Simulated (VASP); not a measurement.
Ca2Zr2N, 5 atoms in the cell. Symmetry: I4/mmm, No. 139, tetragonal system. Conventional cell: a = 5.021 Å, b = 5.021 Å, c = 8.214 Å, α = 90.00°, β = 90.00°, γ = 90.00°. Within 3.3 Å of Ca (site symmetry -4m2) lie 4 Zr at 2.51 Å and 4 N at 3.24 Å. Zr (site symmetry 4mm) has 1 N at 2.16 Å and 4 Ca at 2.51 Å within 2.9 Å. Within 2.9 Å of N (site symmetry 4/mmm) lie 2 Zr at 2.16 Å. The cell was built from a structure type or drawn by symmetry, and may not be a known phase.

```yaml
Program: VASP 6.6.1
Task: relaxation of cell and atoms
Functional: PBE
Potentials_or_basis: VASP PAW PBE potentials, release 64 (Ca_sv, Zr_sv, N)
Cutoff: 600 eV
k_mesh: 6 × 6 × 6
Occupations: gaussian, width 0.1 eV
Spin: no spin polarisation
Dipole_correction: no
Further_INCAR_settings: ALGO = Normal; EDIFF = 1e-07; IBRION = 2; EDIFFG = -0.04; NSW = 90; ISIF = 3
```

Potentials or basis: VASP PAW PBE potentials, release 64 (Ca_sv, Zr_sv, N).

Run with:

```sh
$ cat potpaw_PBE.64/Ca_sv/POTCAR potpaw_PBE.64/Zr_sv/POTCAR potpaw_PBE.64/N/POTCAR > POTCAR
$ mpirun -np 1 vasp_std > vasp.out
```

Hardware: 1 thread of Intel(R) Xeon(R) 6975P-C (Granite Rapids) (shared host).

Task: Estimate the wall time of this run.

Result: Wall time 17 min on 1 thread of Intel(R) Xeon(R) 6975P-C (Granite Rapids) (shared host), peak memory 0.42 GiB. Counts: scf iterations 185, k points 30, ion steps 16.
